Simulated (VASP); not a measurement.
Runs of VASP 6.6.1 on TiAl. The structure is that of space group P-6m2 (No. 187), or close to it. The cells are those of the table. 

```csv
fixed moment (μB),cell,pressure (GPa),moment (μB)
1.0,"a = 2.695, b = 2.695, c = 4.399 Å, angles 90.0, 90.0, 120.0°, 2 atoms",(b),1.00
0.625,"a = 2.695, b = 2.695, c = 4.399 Å, angles 90.0, 90.0, 120.0°, 2 atoms",19.7,0.62
0.375,"a = 2.695, b = 2.695, c = 4.399 Å, angles 90.0, 90.0, 120.0°, 2 atoms",19.4,0.38
0.25,"a = 2.920, b = 2.920, c = 4.767 Å, angles 90.0, 90.0, 120.0°, 2 atoms",-10.6,0.25
0.5,"a = 2.920, b = 2.920, c = 4.767 Å, angles 90.0, 90.0, 120.0°, 2 atoms",(a),0.50
0.125,"a = 2.695, b = 2.695, c = 4.399 Å, angles 90.0, 90.0, 120.0°, 2 atoms",19.2,0.12
```

Alike in all rows: task single point; level LDA; potentials or basis VASP PAW LDA potentials, release 64 (Ti_sv, Al); spin collinear; k mesh 21 × 21 × 12; cutoff (eV) 520; smearing gaussian 0.15 eV.

Estimate the missing entries.

(a) -10.5; (b) 20.5.

Caveats: the total moment is fixed, so each spin has its own Fermi level and the state may be an excited one; the cell stands under pressure (at least some runs); the cell stands under tension (at least some runs).
